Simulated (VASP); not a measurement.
# ScAl9 in VASP: a series of runs

Runs on ScAl9. Level: PBE. Tasks: single point.

Program: VASP 6.6.1. These are calculated values, not measurements. Logs are shortened: lines on timing, memory, paths and dates and some standing lists are left out, and cuts for length are marked.

## Step 1: The cell of the first run

The cell holds a disordered packing, 20 atoms: a = 7.447 Å, b = 6.678 Å, c = 7.103 Å, α = 91.08°, β = 90.86°, γ = 90.21°.

## Step 2: Single point, PBE

Contents of INCAR:

```
SYSTEM = ScAl9
ALGO = Normal
EDIFF = 1E-6
ENCUT = 400
GGA = PE
GGA_COMPAT = .FALSE.
ISIF = 2
ISMEAR = -1
ISYM = -1
LASPH = .TRUE.
LCHARG = .FALSE.
LREAL = Auto
LWAVE = .FALSE.
NBANDS = 54
NELM = 120
PREC = Accurate
SIGMA = 0.1275
```

Contents of KPOINTS:

```
explicit points
1
Reciprocal
  0.25000000   0.25000000   0.25000000 1
```

Contents of POSCAR:

```
ScAl9
1.0
    7.4469130000     -0.0134000000     -0.0543370000
   -0.0134000000      6.6775230000     -0.0651690000
   -0.0543370000     -0.0651690000      7.1022430000
Al Sc
18 2
Direct
    0.1922492006      0.9696374257      0.5435877857
    0.3569838140      0.4247171529      0.5214898760
    0.4247831261      1.0324733589      0.0989351810
    0.2470156725      0.4793115825      0.2099020474
    0.2073416711      0.6691426216      0.7791721122
    0.6289313603      0.4349440092      0.2741018731
    0.5624836302      0.1511122854      0.7859792335
    1.0878420207      0.8752554289      0.1294046955
    1.0339593504      0.6278582325      0.4378421215
    0.9309524803      0.4909968243      0.0932471526
    0.0272188696      0.2913356352      0.5060944893
    0.4830646166      0.4901512346      0.9350009494
    0.8072067293      0.1263024292      0.1015483693
    0.7192707095      0.7385559281     -0.0528783704
    0.7922564425      0.4570140793      0.7283952392
    0.4808722166      0.7624497072      0.6133709081
    0.6730686973      0.7883055271      0.3027538788
    0.5115139460      0.0946002304      0.4668312723
    0.8365760079      0.9257177204      0.6470753153
    0.1907780226      0.1652968686      0.8760947122
```

Potentials or basis: VASP PAW PBE potentials, release 64 (Al, Sc_sv).

Launch:

```
$ cat potpaw_PBE.64/Al/POTCAR potpaw_PBE.64/Sc_sv/POTCAR > POTCAR
$ mpirun -np 1 vasp_std > vasp.out
```

OUTCAR:

```text
SYSTEM = ScAl9
   EDIFF = 1E-6
   ENCUT = 400
   GGA = PE
   ISIF = 2
   ISMEAR = -1
   ISYM = -1
   LASPH = .TRUE.
   LREAL = Auto
   NELM = 120
   PREC = Accurate

 ion  position               nearest neighbor table
   1  0.192  0.970  0.544-  11 2.50  18 2.59  16 2.61   5 2.64   9 2.66  20 2.68  19 2.78   8 3.08
                             2 3.28
   2  0.357  0.425  0.521-   4 2.38  16 2.50  18 2.52  11 2.61   5 2.69   6 2.70   9 2.83   7 3.05
                            12 3.09   1 3.28  20 3.33
   3  0.425  0.032  0.099-  20 2.51   7 2.60  18 2.71   8 2.73  17 2.86  13 2.91  14 3.14   6 3.30
                            12 3.32   4 3.35
   4  0.247  0.479  0.210-   2 2.38   9 2.48  10 2.49  12 2.65   6 2.89   8 2.96  11 2.98  20 3.16
                             5 3.34   3 3.35
   5  0.207  0.669  0.779-  16 2.45  12 2.62   1 2.64   2 2.69   9 2.74   8 2.97  10 3.29   4 3.34
                            20 3.37  19 3.39
   6  0.629  0.435  0.274-  17 2.39  10 2.64  12 2.66   2 2.70  13 2.74  18 2.82   4 2.89  14 3.19
                             3 3.30
   7  0.562  0.151  0.786-  18 2.32  12 2.56   3 2.60  15 2.70  19 2.73  20 2.85  13 2.88  16 2.91
                             2 3.05  14 3.22
   8  0.088  0.875  0.129-  13 2.69   3 2.73  20 2.78   9 2.80  10 2.82   4 2.96   5 2.97   1 3.08
                            14 3.14
   9  0.034  0.628  0.438-  11 2.31   4 2.48   1 2.66  10 2.70   5 2.74   8 2.80   2 2.83  19 2.88
[... 19 lines left out ...]
  19  0.837  0.926  0.647-  14 2.65   7 2.73   1 2.78  17 2.85  16 2.87   9 2.88  18 2.96  11 3.01
                            15 3.21   5 3.39
  20  0.191  0.165  0.876-   3 2.51   1 2.68   8 2.78   7 2.85  11 3.02  12 3.09   4 3.16  10 3.29
                            13 3.31   2 3.33   5 3.37

IMPORTANT INFORMATION: All symmetrisations will be switched off!
NOSYMM: (Re-)initialisation of all symmetry stuff for point group C_1.

----------------------------------------------------------------------------------------

                                     Primitive cell

  volume of cell :     353.1200

  direct lattice vectors                    reciprocal lattice vectors
     7.446913000 -0.013400000 -0.054337000     0.134291848  0.000279540  0.001029989
    -0.013400000  6.677523000 -0.065169000     0.000279540  0.149770124  0.001376404
    -0.054337000 -0.065169000  7.102243000     0.001029989  0.001376404  0.140821099

  length of vectors
     7.447123290  6.677854444  7.102749829     0.134296089  0.149776709  0.140831592

  position of ions in fractional coordinates (direct lattice)
     0.192249201  0.969637426  0.543587786
     0.356983814  0.424717153  0.521489876
     0.424783126  0.032473359  0.098935181
     0.247015672  0.479311583  0.209902047
[... 78 lines left out ...]
   TEBEG  =    0.0;   TEEND  =   0.0 temperature during run
   PSTRESS=    0.0 pullay stress
   NELECT =      76.0000    total number of electrons
   NUPDOWN=      -1.0000    fix difference up-down
   EMIN   =  10.00;   EMAX   =-10.00  energy-range for DOS
   EFERMI =   0.00;   METHOD = LEGACY
   ISMEAR =    -1;   SIGMA  =   0.13  broadening in eV -4-tet -1-fermi 0-gaus
   EFERMI_NEDOS =   21; number of points for ismear=-14 and -15
   IALGO  =     38    algorithm
   IMIX   =      4    mixing-type and parameters
     AMIX     =   0.40;   BMIX     =  1.00
     AMIX_MAG =   1.60;   BMIX_MAG =  1.00
  volume/ion in A,a.u.               =      17.66       119.15
  Fermi-wavevector in a.u.,A,eV,Ry     =   0.981082  1.853976 13.095901  0.962522
  Thomas-Fermi vector in A             =   2.112061
   LORBIT       =      0    0 simple, 1 ext, 2 COOP (PROOUT), +10 PAW based schemes
   GGA     = PE    functional components
   LHFCALC =     F    Hartree Fock is set to
   AEXX    =    0.0000 exact exchange contribution
   IVDW    =     0    specifies the selected vdW correction
   LEPSILON=     F    determine dielectric tensor
   LRPA    =     F    only Hartree local field effects (RPA)
 non-spin polarized calculation
  energy-cutoff  :      400.00
  volume of cell :      353.12
 maximum number of plane-waves:      6410
 NGX is ok and might be reduce to    48
   NGX = 25   NGY = 21   NGZ = 23

 number of electron      75.9999992 magnetization

 Free energy of the ion-electron system (eV)
  ---------------------------------------------------
  ext. energy  EPLUGINS =         0.00000000
  ---------------------------------------------------
  free energy    TOTEN  =       -75.14221294 eV

  energy without entropy =      -74.83592604  energy(sigma->0) =      -74.98906949

 E-fermi :   6.9268     XC(G=0):  -9.9942

 val. band max:        6.6729678312   @ k =   0.2500   0.2500   0.2500
 cond. band min:       7.1618421029   @ k =   0.2500   0.2500   0.2500
 fundamental gap:      0.4888742717
 Fermi energy:         6.9268174176

 k-point     1 :       0.2500    0.2500    0.2500
  band No.  band energies     occupation
      1     -42.2809      2.00000
      2     -42.1839      2.00000
      3     -21.0513      2.00000
      4     -20.9852      2.00000
      5     -20.9315      2.00000
      6     -20.9127      2.00000
[... 42 lines left out ...]
     49       9.0526      0.00000
     50       9.2051      0.00000
 [bands above 50 left out]

------------------------ aborting loop because EDIFF is reached ----------------------------------------

  FORCE on cell =-STRESS in cart. coord.  units (eV):
  Direction    XX          YY          ZZ          XY          YZ          ZX
  --------------------------------------------------------------------------------------
  -------------------------------------------------------------------------------------
  Total       23.6044993     21.7497685     19.4842785      4.7554220     -4.9484839      6.3956857
  in kB      107.0984043     98.6831143     88.4041264     21.5763150    -22.4522759     29.0185239
  external PRESSURE =      98.0618817 kB  Pullay stress =       0.0000000 kB

 VOLUME and BASIS-vectors are now :
 -----------------------------------------------------------------------------
  energy-cutoff  :      400.00
  volume of cell :      353.12
      direct lattice vectors                 reciprocal lattice vectors
     7.446913000 -0.013400000 -0.054337000     0.134291848  0.000279540  0.001029989
    -0.013400000  6.677523000 -0.065169000     0.000279540  0.149770124  0.001376404
    -0.054337000 -0.065169000  7.102243000     0.001029989  0.001376404  0.140821099

 POSITION                                       TOTAL-FORCE (eV/Angst)
 -----------------------------------------------------------------------------------
      1.38913      6.43678      3.78706         0.461331     -0.898446     -1.025401
      2.62440      2.79729      3.65667         0.293213     -0.324834      2.208646
      3.15751      0.20470      0.67746         0.979996     -0.617101      1.647994
      1.82168      3.18362      1.44612         0.444765     -0.299722     -1.958458
      1.49275      4.41466      5.47900        -1.272714     -0.003938      1.350951
      4.66287      2.87806      1.88422        -0.242741     -1.745586      0.470678
[... 12 lines left out ...]
      6.18234      6.12812      4.48990         1.011004      0.847969     -0.511161
      1.37089      1.04412      6.20110        -1.497265      1.912726     -0.321716
 -----------------------------------------------------------------------------------
    total drift:                               -0.004068     -0.002654     -0.000411

  FREE ENERGIE OF THE ION-ELECTRON SYSTEM (eV)
  ---------------------------------------------------
  free  energy   TOTEN  =       -75.1422129439 eV

  energy  without entropy=      -74.8359260436  energy(sigma->0) =      -74.98906949
```

OSZICAR:

```text
N       E                     dE             d eps       ncg     rms          rms(c)
DAV:   1     0.444102142560E+03    0.44410E+03   -0.24725E+04   116   0.968E+02
DAV:   2    -0.240660100824E+02   -0.46817E+03   -0.45104E+03   108   0.301E+02
DAV:   3    -0.764362461493E+02   -0.52370E+02   -0.48354E+02   176   0.928E+01
DAV:   4    -0.792512529499E+02   -0.28150E+01   -0.27346E+01   168   0.212E+01
DAV:   5    -0.793178161393E+02   -0.66563E-01   -0.66412E-01   168   0.340E+00    0.125E+01
DAV:   6    -0.757094688382E+02    0.36083E+01   -0.17227E+01   176   0.218E+01    0.590E+00
DAV:   7    -0.753842801571E+02    0.32519E+00   -0.48055E+00   176   0.128E+01    0.409E+00
DAV:   8    -0.751607883048E+02    0.22349E+00   -0.83515E-01   168   0.553E+00    0.117E+00
DAV:   9    -0.751457261076E+02    0.15062E-01   -0.83897E-02   160   0.134E+00    0.490E-01
DAV:  10    -0.751433433254E+02    0.23828E-02   -0.21134E-02   184   0.935E-01    0.360E-01
DAV:  11    -0.751424259466E+02    0.91738E-03   -0.44835E-03   176   0.458E-01    0.247E-01
DAV:  12    -0.751422378219E+02    0.18812E-03   -0.12498E-03   176   0.242E-01    0.895E-02
DAV:  13    -0.751422132614E+02    0.24561E-04   -0.23398E-04   176   0.953E-02    0.312E-02
DAV:  14    -0.751422129572E+02    0.30421E-06   -0.26099E-05   184   0.285E-02    0.223E-02
DAV:  15    -0.751422129439E+02    0.13320E-07   -0.13404E-06    80   0.821E-03
   1 F= -.75142213E+02 E0= -.74989069E+02  d E =-.306287E+00
```

It took 26 s on 1 thread of Intel Xeon Platinum 8488C (Sapphire Rapids), shared host; peak memory 0.3 GiB.

Results:

```
Free energy   : -75.1422 eV
Pressure      : 9.8 GPa
Largest force : 2.656 eV/Å
```

Forces in eV/Å, atoms in the order of the input:
```
Al   0.461 -0.898 -1.025
Al   0.293 -0.325  2.209
Al   0.980 -0.617  1.648
Al   0.445 -0.300 -1.958
Al  -1.273 -0.004  1.351
Al  -0.243 -1.746  0.471
Al   0.602  0.457  1.868
Al  -0.243 -0.818  0.226
Al  -1.123  2.232 -0.475
Al   0.391 -0.066 -0.221
Al  -0.976 -1.489 -0.263
Al  -0.946 -0.944 -0.817
Al  -0.056 -0.537 -0.444
Al  -0.145  1.727  0.508
Al  -0.344 -0.498 -0.517
Al   1.503 -0.144  0.881
Al   0.686  1.258  0.005
Al   0.473 -0.050 -2.613
Sc   1.011  0.848 -0.511
Sc  -1.497  1.913 -0.322
```

Caveat: the atoms stand as in a frame of molecular dynamics.

## Step 3: Single point, PBE

Contents of INCAR:

```
SYSTEM = ScAl9
PREC = Accurate
ENCUT = 400
EDIFF = 1E-6
ISMEAR = -1
SIGMA = 0.1275
LREAL = Auto
LASPH = .True.
NELM = 120
ALGO = Normal
ISIF = 2
LWAVE = .False.
LCHARG = .False.
GGA = PE
NBANDS = 54
ISYM = -1
GGA_COMPAT = .False.
```

KPOINTS is that of step 2.

Contents of POSCAR:

```
ScAl9
1.0
    7.4469130000     -0.0134000000     -0.0543370000
   -0.0134000000      6.6775230000     -0.0651690000
   -0.0543370000     -0.0651690000      7.1022430000
Al Sc
18 2
Direct
    0.3145866668      0.8959568215      0.5434918667
    0.3966141191      0.3047244058      0.5661065675
    0.4158895157      1.0137445607      0.1846230702
    0.3680547865      0.6096972867      0.1784241057
    0.2975726271      0.6554622749      0.8300103256
    0.7633673501      0.4408700550      0.2963649867
    0.5736327063     -0.0295441940      0.7913162243
    1.1392735833      0.8193170894      0.0691500958
    1.1217043080      0.5275024024      0.3854990390
    0.9613679174      0.4770631396     -0.0238033849
    0.0956077227      0.1175616693      0.3240897859
    0.5594841353      0.3110555888      0.9797106169
    0.8457682437      0.0900992344     -0.0219519121
    0.6487756868      0.6709351053     -0.0487040933
    0.8440447359      0.3097002926      0.6907214689
    0.5910994410      0.6447901944      0.5787202582
    0.8282389814      0.7924388399      0.2816857250
    0.6975672868      0.1067893041      0.4031308230
    0.9679138226      0.8457973760      0.6899965691
    0.2302797292      0.1651849723      0.8828538603
```

Potentials or basis: VASP PAW PBE potentials, release 64 (Al, Sc_sv).

Launch:

```
$ cat potpaw_PBE.64/Al/POTCAR potpaw_PBE.64/Sc_sv/POTCAR > POTCAR
$ mpirun -np 1 vasp_std > vasp.out
```

Run time: 24 s. Hardware: 1 thread of Intel Xeon Platinum 8488C (Sapphire Rapids), shared host; peak memory 0.31 GiB.

It converged, with:

| Quantity | Value |
| --- | --- |
| Free energy | -76.0183 eV |
| Pressure | 6.8 GPa |
| Largest force | 3.615 eV/Å |

Forces in eV/Å, atoms in the order of the input:
```
Al   0.039  0.223 -0.474
Al   0.544  0.095 -0.423
Al   1.577  0.174  0.524
Al   2.561 -1.792  1.060
Al   0.653 -1.415 -2.006
Al  -0.162 -0.569 -0.390
Al  -0.452  1.410 -1.137
Al  -3.475  0.900  0.427
Al  -1.265  0.036  0.834
Al   0.891  0.916  1.251
Al  -0.686  0.885  0.359
Al  -0.145  0.055  0.530
Al   1.112 -0.716  1.907
Al   1.427  0.029  0.874
Al  -0.281  0.449 -1.687
Al   0.339 -0.153 -0.203
Al   0.581  0.483 -0.941
Al  -0.801 -0.411  0.524
Sc  -1.132 -0.637 -0.821
Sc  -1.323  0.039 -0.209
```

Stress tensor (GPa, compression positive):
```
 8.33  1.93  2.80
 1.93  7.14 -2.66
 2.80 -2.66  5.07
```

Levels at points of the mesh, in eV from the Fermi level:
| k point | band 34 | band 35 | band 36 | band 37 | band 38 | band 39 | band 40 | band 41 | band 42 | band 43 |
| --- | --- | --- | --- | --- | --- | --- | --- | --- | --- | --- |
| (0.25, 0.25, 0.25) | -0.86 | -0.79 | -0.48 | -0.32 | -0.08 | 0.13 | 0.21 | 0.53 | 0.62 | 0.84 |

Caveat: the atoms stand as in a frame of molecular dynamics.

## Step 4: Single point, PBE

Contents of INCAR:

```
SYSTEM = ScAl9
PREC = Accurate
ENCUT = 400
EDIFF = 1E-6
ISMEAR = -1
SIGMA = 0.1275
LREAL = Auto
LASPH = .TRUE.
NELM = 120
ALGO = Normal
ISIF = 2
LWAVE = .FALSE.
LCHARG = .FALSE.
GGA = PE
NBANDS = 54
ISYM = -1
GGA_COMPAT = .FALSE.
```

KPOINTS is that of step 3.

Contents of POSCAR:

```
ScAl9
1.0
    7.4469130000     -0.0134000000     -0.0543370000
   -0.0134000000      6.6775230000     -0.0651690000
   -0.0543370000     -0.0651690000      7.1022430000
Al Sc
18 2
Direct
    0.4600465259      0.8844626444      0.5185905487
    0.4126470731      0.3601396987      0.4838136273
    0.5636752021      0.9725792022      0.1415357702
    0.4946408450      0.5737558327      0.1477632339
    0.4173270163      0.5964515995      0.8289845127
    0.7533040723      0.2526955207      0.2329309484
    0.6718874426     -0.1101197869      0.7916693292
    1.1886292814      0.7586800938      0.1101005657
    1.0646043670      0.4612331740      0.3746172177
    1.2004866854      0.3081241553      0.0744619676
    0.1942701633      0.1113763615      0.3863953041
    0.6532529716      0.2934704515      0.8743129435
    0.9513274623      0.0083233241      0.0049931695
    0.8565692560      0.5829099819      0.0027740623
    1.0295891813      0.3366179310      0.7280375849
    0.6874618091      0.5622907826      0.5779227126
    0.8262362430      0.8170254170      0.3131619023
    0.7382790588      0.1197234382      0.5558942613
    1.0004994820      0.7808635376      0.6523736566
    0.3264185135      0.0699202646      0.8429493663
```

Launch:

```
$ cat potpaw_PBE.64/Al/POTCAR potpaw_PBE.64/Sc_sv/POTCAR > POTCAR
$ mpirun -np 1 vasp_std > vasp.out
```

It took 25 s on 1 thread of Intel Xeon Platinum 8488C (Sapphire Rapids), shared host; peak memory 0.31 GiB.

The run converged. Its results:

* Free energy: -76.7458 eV
* Pressure: 6.3 GPa
* Largest force: 2.905 eV/Å

Forces in eV/Å, atoms in the order of the input:
```
Al  -1.130 -0.713 -1.449
Al   0.712  0.577  0.309
Al  -1.418 -0.507 -0.185
Al   1.203 -0.602  2.575
Al  -1.448  0.095 -2.001
Al   1.020  1.744 -0.150
Al  -0.030 -0.890  2.190
Al   0.021 -0.580  0.257
Al  -0.940  1.330 -0.330
Al  -0.471  1.812  0.895
Al  -1.056 -2.136  0.453
Al  -0.116 -0.243  0.210
Al  -0.076  0.754 -0.871
Al   0.221  0.154 -0.163
Al  -0.585 -0.461  0.164
Al   0.873 -0.637 -0.207
Al   0.135 -0.264 -0.101
Al   0.926  1.406 -0.584
Sc   1.847  0.553  0.601
Sc   0.313 -1.392 -1.615
```

Stress tensor (GPa, compression positive):
```
 5.75  2.58  4.65
 2.58  5.51 -0.60
 4.65 -0.60  7.53
```

Levels at points of the mesh, in eV from the Fermi level:
| k point | band 34 | band 35 | band 36 | band 37 | band 38 | band 39 | band 40 | band 41 | band 42 | band 43 |
| --- | --- | --- | --- | --- | --- | --- | --- | --- | --- | --- |
| (0.25, 0.25, 0.25) | -0.89 | -0.84 | -0.69 | -0.43 | -0.08 | 0.10 | 0.34 | 0.57 | 0.67 | 0.90 |

Caveat: the atoms stand as in a frame of molecular dynamics.

(Part 1 of 2 ends here.)
